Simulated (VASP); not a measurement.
# Si (Fd-3m) in VASP: notebook

Si is run at these levels: r2SCAN; tasks: single point.

Program: VASP 6.6.1. These are calculated values, not measurements. Logs are shortened: lines on timing, memory, paths and dates and some standing lists are left out, and cuts for length are marked.

## 1. The cell of the first run

It takes space group Fd-3m (No. 227, cubic). The conventional cell has a = 5.444 Å, b = 5.444 Å, c = 5.444 Å, α = 90.00°, β = 90.00°, γ = 90.00°. Si (site symmetry -43m) has 4 Si at 2.36 Å within 3.1 Å.

## 2. Single point, r2SCAN

Contents of POSCAR:

```
Si
1.0
    0.0000000000      2.7220959923      2.7220959923
    2.7220959923      0.0000000000      2.7220959923
    2.7220959923      2.7220959923      0.0000000000
Si
2
Direct
    0.7500000000      0.7500000000      0.7500000000
    0.5000000000      0.5000000000      0.5000000000
```

Contents of INCAR.step1:

```
SYSTEM = Si
PREC = Accurate
ENCUT = 520
ISMEAR = 0
SIGMA = 0.02
LREAL = .False.
LASPH = .True.
NELM = 80
NBANDS = 11
GGA = PE
ALGO = Normal
EDIFF = 1E-4
LWAVE = .True.
LCHARG = .False.
```

Contents of INCAR.step2:

```
SYSTEM = Si
PREC = Accurate
ENCUT = 520
EDIFF = 1E-6
ISMEAR = 0
SIGMA = 0.02
LREAL = .False.
LASPH = .True.
NELM = 80
ALGO = Normal
ISIF = 2
LWAVE = .False.
LCHARG = .False.
METAGGA = R2SCAN
LMIXTAU = .True.
NBANDS = 11
ISTART = 1
```

Contents of KPOINTS:

```
Automatic mesh
0
Gamma
  10 10 10
  0 0 0
```

Potentials or basis: VASP PAW PBE potentials, release 64 (Si).

Started as:

```
$ cat potpaw_PBE.64/Si/POTCAR > POTCAR
$ cp INCAR.step1 INCAR
$ mpirun -np 1 vasp_std > vasp.out
$ cp INCAR.step2 INCAR
$ mpirun -np 1 vasp_std > vasp.out
```

OUTCAR:

```text
SYSTEM = Si
   PREC = Accurate
   ENCUT = 520
   EDIFF = 1E-6
   ISMEAR = 0
   LREAL = .False.
   LASPH = .True.
   NELM = 80
   ISIF = 2
   METAGGA = R2SCAN
   ISTART = 1

 ion  position               nearest neighbor table
   1  0.750  0.750  0.750-   2 2.36   2 2.36   2 2.36   2 2.36
   2  0.500  0.500  0.500-   1 2.36   1 2.36   1 2.36   1 2.36

  LATTYP: Found a face centered cubic cell.
 ALAT       =     5.4441919846

  Lattice vectors:

 A1 = (   0.0000000000,   2.7220959923,   2.7220959923)
 A2 = (   2.7220959923,   0.0000000000,   2.7220959923)
 A3 = (   2.7220959923,   2.7220959923,   0.0000000000)

Analysis of symmetry for initial positions (statically):
=====================================================================
 Subroutine PRICEL returns:
 Original cell was already a primitive cell.

 Routine SETGRP: Setting up the symmetry group for a
 face centered cubic supercell.

 Subroutine GETGRP returns: Found 48 space group operations
 (whereof 24 operations were pure point group operations)
 out of a pool of 48 trial point group operations.

The static configuration has the point symmetry T_d .
 The point group associated with its full space group is O_h .

Analysis of symmetry for dynamics (positions and initial velocities):
=====================================================================
 Subroutine PRICEL returns:
 Original cell was already a primitive cell.

 Routine SETGRP: Setting up the symmetry group for a
 face centered cubic supercell.

 Subroutine GETGRP returns: Found 48 space group operations
 (whereof 24 operations were pure point group operations)
 out of a pool of 48 trial point group operations.

The dynamic configuration has the point symmetry T_d .
 The point group associated with its full space group is O_h .

 Subroutine INISYM returns: Found 48 space group operations
 (whereof 24 operations are pure point group operations),
 and found     1 'primitive' translations

----------------------------------------------------------------------------------------

                                     Primitive cell

  volume of cell :      40.3404

  direct lattice vectors                    reciprocal lattice vectors
     0.000000000  2.722095992  2.722095992    -0.183681987  0.183681987  0.183681987
     2.722095992  0.000000000  2.722095992     0.183681987 -0.183681987  0.183681987
     2.722095992  2.722095992  0.000000000     0.183681987  0.183681987 -0.183681987

  length of vectors
     3.849625070  3.849625070  3.849625070     0.318146533  0.318146533  0.318146533

[... 85 lines left out ...]
   NFREE  =      0    steps in history (QN), initial steepest desc. (CG)
   ISIF   =      2    stress and relaxation
   ISYM   =      2    0-nonsym 1-usesym 2-fastsym
   POTIM  = 0.5000    time-step for ionic-motion
   TEBEG  =    0.0;   TEEND  =   0.0 temperature during run
   PSTRESS=    0.0 pullay stress
   NELECT =       8.0000    total number of electrons
   NUPDOWN=      -1.0000    fix difference up-down
   EMIN   =  10.00;   EMAX   =-10.00  energy-range for DOS
   EFERMI =   0.00;   METHOD = LEGACY
   ISMEAR =     0;   SIGMA  =   0.02  broadening in eV -4-tet -1-fermi 0-gaus
   EFERMI_NEDOS =   21; number of points for ismear=-14 and -15
   IALGO  =     38    algorithm
   IMIX   =      4    mixing-type and parameters
     AMIX     =   0.40;   BMIX     =  1.00
     AMIX_MAG =   1.60;   BMIX_MAG =  1.00
  volume/ion in A,a.u.               =      20.17       136.12
  Fermi-wavevector in a.u.,A,eV,Ry     =   0.954681  1.804085 12.400552  0.911415
  Thomas-Fermi vector in A             =   2.083449
   LORBIT       =      0    0 simple, 1 ext, 2 COOP (PROOUT), +10 PAW based schemes
   METAGGA = R2SCAN    functional components
   LHFCALC =     F    Hartree Fock is set to
   AEXX    =    0.0000 exact exchange contribution
   IVDW    =     0    specifies the selected vdW correction
   LEPSILON=     F    determine dielectric tensor
   LRPA    =     F    only Hartree local field effects (RPA)
 non-spin polarized calculation
 Gauss-broadening in eV      SIGMA  =   0.02
  energy-cutoff  :      520.00
  volume of cell :       40.34
 maximum number of plane-waves:      1106
 NGX is ok and might be reduce to    30
   NGX = 15   NGY = 15   NGZ = 15

 number of electron       8.0000001 magnetization

 Free energy of the ion-electron system (eV)
  ---------------------------------------------------
  ext. energy  EPLUGINS =         0.00000000
  ---------------------------------------------------
  free energy    TOTEN  =       -17.54983647 eV

  energy without entropy =      -17.54983647  energy(sigma->0) =      -17.54983647

 E-fermi :   5.8011     XC(G=0):  -9.8253

 val. band max:        5.6623627755   @ k =   0.0000   0.0000   0.0000
 cond. band min:       6.4553311836   @ k =   0.4000   0.4000   0.0000
 fundamental gap:      0.7929684081
 Fermi energy:         5.8010807622

 k-point     1 :       0.0000    0.0000    0.0000
  band No.  band energies     occupation
      1      -6.8109      2.00000
      2       5.6624      2.00000
      3       5.6624      2.00000
      4       5.6624      2.00000
      5       8.4174      0.00000
      6       8.4174      0.00000
      7       8.4174      0.00000
      8       9.5597      0.00000
      9      13.7855      0.00000
     10      13.7855      0.00000
     11      14.3314      0.00000
[... 309 lines left out ...]
 k-point    24 :       0.4000    0.3000    0.0000
  band No.  band energies     occupation
      1      -4.5483      2.00000
      2       0.0440      2.00000
      3       2.6903      2.00000
      4       3.1098      2.00000
      5       6.9306      0.00000
      6       8.1858      0.00000
      7      13.0975      0.00000
      8      13.1880      0.00000
      9      16.7068      0.00000
     10      17.1977      0.00000
     11      18.5888      0.00000

 [... further k-points ...]
[... 5 lines left out ...]
  --------------------------------------------------------------------------------------
  -------------------------------------------------------------------------------------
  Total       -0.0591018     -0.0591018     -0.0591018     -0.0000000     -0.0000000     -0.0000000
  in kB       -2.3473119     -2.3473119     -2.3473119     -0.0000000     -0.0000000     -0.0000000
  external PRESSURE =      -2.3473119 kB  Pullay stress =       0.0000000 kB

 VOLUME and BASIS-vectors are now :
 -----------------------------------------------------------------------------
  energy-cutoff  :      520.00
  volume of cell :       40.34
      direct lattice vectors                 reciprocal lattice vectors
     0.000000000  2.722095992  2.722095992    -0.183681987  0.183681987  0.183681987
     2.722095992  0.000000000  2.722095992     0.183681987 -0.183681987  0.183681987
     2.722095992  2.722095992  0.000000000     0.183681987  0.183681987 -0.183681987

 POSITION                                       TOTAL-FORCE (eV/Angst)
 -----------------------------------------------------------------------------------
      4.08314      4.08314      4.08314         0.000000      0.000000      0.000000
      2.72210      2.72210      2.72210        -0.000000     -0.000000     -0.000000
 -----------------------------------------------------------------------------------
    total drift:                                0.000000     -0.000000     -0.000000

  FREE ENERGIE OF THE ION-ELECTRON SYSTEM (eV)
  ---------------------------------------------------
  free  energy   TOTEN  =       -17.5498364745 eV

  energy  without entropy=      -17.5498364745  energy(sigma->0) =      -17.54983647
```

OUTCAR.step1:

```text
SYSTEM = Si
   PREC = Accurate
   ENCUT = 520
   ISMEAR = 0
   LREAL = .False.
   LASPH = .True.
[... 560 lines left out ...]
      4.08314      4.08314      4.08314         0.000000      0.000000      0.000000
      2.72210      2.72210      2.72210        -0.000000     -0.000000     -0.000000
 -----------------------------------------------------------------------------------
    total drift:                                0.000000     -0.000000     -0.000000

  FREE ENERGIE OF THE ION-ELECTRON SYSTEM (eV)
  ---------------------------------------------------
  free  energy   TOTEN  =       -10.8471098908 eV

  energy  without entropy=      -10.8471098908  energy(sigma->0) =      -10.84710989
```

OSZICAR.step1:

```text
N       E                     dE             d eps       ncg     rms          rms(c)
DAV:   1     0.790382986392E+01    0.79038E+01   -0.32434E+03  1034   0.589E+02
DAV:   2    -0.104879856033E+02   -0.18392E+02   -0.17570E+02  1334   0.862E+01
DAV:   3    -0.110188209881E+02   -0.53084E+00   -0.52957E+00  1341   0.130E+01
DAV:   4    -0.110229472850E+02   -0.41263E-02   -0.41258E-02  1233   0.145E+00
DAV:   5    -0.110229890427E+02   -0.41758E-04   -0.41757E-04  1348   0.137E-01    0.483E+00
DAV:   6    -0.109013927520E+02    0.12160E+00   -0.69198E-02  1154   0.108E+00    0.295E+00
DAV:   7    -0.108456159369E+02    0.55777E-01   -0.13377E-01  1165   0.161E+00    0.177E-01
DAV:   8    -0.108468793580E+02   -0.12634E-02   -0.59076E-03  1184   0.413E-01    0.805E-02
DAV:   9    -0.108470846980E+02   -0.20534E-03   -0.19662E-04  1264   0.857E-02    0.591E-02
DAV:  10    -0.108471098908E+02   -0.25193E-04   -0.21365E-05   724   0.270E-02
   1 F= -.10847110E+02 E0= -.10847110E+02  d E =-.197322E-22
```

Wall time 68 s (1 thread of Intel Xeon Platinum 8375C at 2.90GHz (Ice Lake), shared host); peak memory 0.16 GiB.

Results:

```
Free energy            : -17.5498 eV
Pressure               : -0.2 GPa
Band gap on the k mesh : 0.79 eV, indirect (least direct gap 2.75 eV)
```

Caveat: the PAW data sets were made with another functional, which shifts forces and pressure a little.

## 3. Single point, r2SCAN

POSCAR is that of step 2.

Contents of INCAR.step1:

```
PREC = Accurate
ENCUT = 520
ISMEAR = 0
SIGMA = 0.02
LREAL = False
LASPH = True
NELM = 100
NBANDS = 11
GGA = PE
ALGO = Normal
EDIFF = 1E-4
LWAVE = True
LCHARG = False
```

Contents of INCAR.step2:

```
PREC = Accurate
ENCUT = 520
EDIFF = 1E-6
ISMEAR = 0
SIGMA = 0.02
LREAL = False
LASPH = True
NELM = 100
ALGO = Normal
ISIF = 2
LWAVE = False
LCHARG = True
METAGGA = R2SCAN
LMIXTAU = True
LELF = True
LVHAR = True
NBANDS = 11
ISTART = 1
```

Contents of KPOINTS:

```
regular mesh
0
Gamma
  10 10 10
```

Potentials or basis: VASP PAW PBE potentials, release 64 (Si).

Started as:

```
$ cat potpaw_PBE.64/Si/POTCAR > POTCAR
$ cp INCAR.step1 INCAR
$ mpirun -np 1 vasp_std > vasp.out
$ cp INCAR.step2 INCAR
$ mpirun -np 1 vasp_std > vasp.out
```

It took 68 s on 1 thread of Intel Xeon Platinum 8375C at 2.90GHz (Ice Lake), shared host; peak memory 0.16 GiB.

It converged, with:

```
Free energy            : -17.5498 eV
Pressure               : -0.2 GPa
Band gap on the k mesh : 0.79 eV, indirect (least direct gap 2.75 eV)
```

Levels at points of the mesh, in eV from the valence-band top:
```
           k point  band 1  band 2  band 3  band 4  band 5  band 6  band 7  band 8  band 9
(0.00, 0.00, 0.00)  -12.47    0.00    0.00    0.00    2.76    2.76    2.76    3.90    8.12
(0.50, 0.00, 0.00)  -10.04   -7.23   -1.27   -1.27    1.86    3.59    3.59    8.33   11.14
(0.50, 0.50, 0.00)   -8.13   -8.13   -2.99   -2.99    0.93    0.93   10.81   10.81   11.60
```

Caveat: the PAW data sets were made with another functional, which shifts forces and pressure a little. r2SCAN opens gaps a little over a GGA but as a rule still falls short of measured ones.

## 4. Single point, r2SCAN (volume scaled by 1.03)

Contents of POSCAR:

```
Si
1.0
    0.0000000000      2.7490491906      2.7490491906
    2.7490491906      0.0000000000      2.7490491906
    2.7490491906      2.7490491906      0.0000000000
Si
2
Direct
    0.7500000000      0.7500000000      0.7500000000
    0.5000000000      0.5000000000      0.5000000000
```

Contents of INCAR.step1:

```
SYSTEM = Si
PREC = Accurate
ENCUT = 520
ISMEAR = 0
SIGMA = 0.02
LREAL = .False.
LASPH = .True.
NELM = 60
NBANDS = 11
GGA = PE
ALGO = Normal
EDIFF = 1E-4
LWAVE = .True.
LCHARG = .False.
```

Contents of INCAR.step2:

```
SYSTEM = Si
PREC = Accurate
ENCUT = 520
EDIFF = 1E-6
ISMEAR = 0
SIGMA = 0.02
LREAL = .False.
LASPH = .True.
NELM = 60
ALGO = Normal
ISIF = 2
LWAVE = .False.
LCHARG = .False.
METAGGA = R2SCAN
LMIXTAU = .True.
NBANDS = 11
ISTART = 1
```

Contents of KPOINTS:

```
regular mesh
0
Gamma
  10 10 10
  0 0 0
```

Started as:

```
$ cat potpaw_PBE.64/Si/POTCAR > POTCAR
$ cp INCAR.step1 INCAR
$ mpirun -np 1 vasp_std > vasp.out
$ cp INCAR.step2 INCAR
$ mpirun -np 1 vasp_std > vasp.out
```

It took 61 s on 1 thread of Intel Xeon Platinum 8375C at 2.90GHz (Ice Lake), shared host; peak memory 0.16 GiB.

Results (log left out):

```yaml
Free_energy: -17.5377 eV
Pressure: -2.9 GPa
Band_gap_on_the_k_mesh: 0.84 eV, indirect (least direct gap 2.74 eV)
```

Levels at points of the mesh, in eV from the valence-band top:
| k point | band 1 | band 2 | band 3 | band 4 | band 5 | band 6 | band 7 | band 8 |
| --- | --- | --- | --- | --- | --- | --- | --- | --- |
| (0.00, 0.00, 0.00) | -12.27 | 0.00 | 0.00 | 0.00 | 2.74 | 2.74 | 2.74 | 3.54 |
| (0.50, 0.00, 0.00) | -9.91 | -7.09 | -1.24 | -1.24 | 1.74 | 3.60 | 3.60 | 8.27 |
| (0.50, 0.50, 0.00) | -8.04 | -8.04 | -2.91 | -2.91 | 0.99 | 0.99 | 10.55 | 10.55 |

Caveat: the PAW data sets were made with another functional, which shifts forces and pressure a little.
